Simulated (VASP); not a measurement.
**Si2W: single point with PBE**

The system is Si2W.

```
CELL_PARAMETERS angstrom
-1.61457 1.61457 3.93347
1.61457 -1.61457 3.93347
1.61457 1.61457 -3.93347
ATOMIC_POSITIONS crystal
Si 0.33457 0.33457 0.00000
Si 0.66543 0.66543 0.00000
W 0.00000 0.00000 0.00000
```

| Item | Value |
| --- | --- |
| Program | VASP 6.6.1 |
| Task | single point |
| Functional | PBE |
| Potentials or basis | VASP PAW PBE potentials, release 64 (Si, W_sv) |
| Cutoff | 520 eV |
| k mesh | 18 × 18 × 18 |
| Occupations | gaussian, width 0.1 eV |
| Spin | no spin polarisation |
| Dipole correction | no |
| Further INCAR settings | ALGO = Normal; EDIFF = 1e-07; NBANDS = 18 |

```yaml
Pressure: 0.1 GPa
Largest_force: 0.004 eV/Å
Band_gap_on_the_k_mesh: zero (band 11 reaches 12.49 eV, above the bottom of band 12 at 11.24 eV)
```

Forces in eV/Å, atoms in the order of the input:
```
Si   0.000  0.000 -0.004
Si   0.000  0.000  0.004
W    0.000  0.000  0.000
```

Levels at points of the mesh, in eV from the Fermi level:
```csv
k point,band 7,band 8,band 9,band 10,band 11,band 12,band 13,band 14,band 15,band 16
"(0.00, 0.00, 0.00)",-3.76,-3.25,-2.81,-2.81,0.60,2.65,2.98,3.03,3.03,4.55
"(0.50, 0.00, 0.00)",-5.68,-4.81,-2.75,-2.71,-0.42,2.65,2.75,3.90,4.31,5.07
"(0.50, 0.50, 0.00)",-5.94,-5.50,-4.96,-3.19,-1.76,2.73,2.91,3.06,3.85,4.31
"(0.50, 0.50, 0.50)",-3.76,-2.54,-0.85,-0.85,-0.49,-0.49,0.78,4.44,4.72,6.14
```

It took 12 min on 1 thread of AMD EPYC 7R13 (shared host), peak memory 0.44 GiB.

Caveat: spin-orbit coupling is left out, which moves the levels of the heavy elements.
